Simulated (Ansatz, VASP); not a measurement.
Hf in VASP and in Ansatz

INCAR

```
PREC = Accurate ; ENCUT = 500
EDIFF = 1E-6 ; ISMEAR = 0
SIGMA = 0.1 ; LREAL = False
LASPH = True ; NELM = 120
ALGO = Normal ; ISIF = 2
LWAVE = False ; LCHARG = False
GGA = PE ; NBANDS = 17
GGA_COMPAT = False
```

The input KPOINTS:

```
regular mesh
0
Gamma
  6 6 4
```

File POSCAR:

```
Hf
1.0
    3.1700000000      0.0000000000      0.0000000000
   -1.5850000000      2.7453005000      0.0000000000
    0.0000000000      0.0000000000      5.0000000000
Hf
2
Direct
    0.3333333000      0.6666667000      0.2500000000
    0.6666667000      0.3333333000      0.7500000000
```

Input for Ansatz:

```yaml
crystal:
  lattice:
    - [3.17, 0.0, 0.0]
    - [-1.585, 2.7453005, 0.0]
    - [0.0, 0.0, 5.0]
  atoms:
    - { symbol: Hf, position: [0.3333333, 0.6666667, 0.25] }
    - { symbol: Hf, position: [0.6666667, 0.3333333, 0.75] }
basis:
  ecutwfc: 420
kpoints:
  mp_grid: { grid: [6, 6, 4] }
hamiltonian:
  xc: pbe
  pseudopotentials: { kind: paw, azcp: { folder: soft_1 } }
scf:
  occupations: { method: gaussian, width: 0.1 }
output:
  forces: true
  stress: true
  eigenvalues: true
```

Alike in both runs: task single point; functional PBE; k mesh 6 × 6 × 4; occupations gaussian, width 0.1 eV; no spin polarisation.

|  | VASP | Ansatz |
| --- | --- | --- |
| version | VASP 6.6.1 | Ansatz 0.2.0 |
| potentials or method | VASP PAW PBE potentials, release 64 (Hf_pv), cutoff 500 eV | scalar-relativistic, plane waves, PAW |
| valence electrons in the cell | 20 | 52 |

```csv
,VASP,Ansatz,Ansatz less VASP
gap on the k mesh at the Fermi level (eV),none,none,-
pressure (GPa),3.6,4.1,+0.43
"traceless stress, the component that is largest in VASP (GPa)",0.68,0.77,+0.086
```

A gap of «none» marks a metal or a gap that the smearing closes. VASP's potentials hold 20 valence electrons a cell and Ansatz's 52, so a difference there can come from the potentials and not from the codes.

The k mesh is coarse, so the values compare programs but aren't converged. Spin-orbit coupling is off throughout.
